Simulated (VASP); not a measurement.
The system is GaSb.

```
Sb Ga
1.0
     0.00000    2.99655    2.99655
     2.99655    0.00000    2.99655
     2.99655    2.99655    0.00000
Sb Ga
1 1
Cartesian
  4.4948 4.4948 4.4948
  0.0000 0.0000 0.0000
```

Base run:

| Property | Result |
| --- | --- |
| Program | VASP 6.6.1 |
| Functional | revPBE |
| Dispersion | D4 |
| Potentials or basis | VASP PAW PBE potentials, release 64 (Sb, Ga_d) |
| Cutoff | 520 eV |
| k mesh | 8 × 8 × 8 |
| Occupations | fermi-dirac, width 0.05 eV |
| Spin | no spin polarisation |

Its results: band gap on the k mesh 0.56 eV, direct; pressure 3.1 GPa.

Q: After a change of settings the same cell gave: band gap on the k mesh 0.56 eV, direct; pressure 7.6 GPa. Which change was it?
A. functional from revPBE to BLYP; further incar settings from ALGO = Normal; EDIFF = 1e-07; NBANDS = 16 to ALGO = Normal; EDIFF = 1e-06; NBANDS = 16
B. functional from revPBE to r2SCAN
C. dispersion from D4 to D3(BJ); further incar settings from ALGO = Normal; EDIFF = 1e-07; NBANDS = 16 to ALGO = Normal; EDIFF = 1e-06; NBANDS = 16
D. dispersion from D4 to none

A: D.

Dispersion adds attraction, which lowers the pressure at fixed volume and, as a term added to the energy, leaves the levels alone.

Caveats: the PAW data sets were made with another functional, which shifts forces and pressure a little; spin-orbit coupling is left out, which moves the levels of the heavy elements.
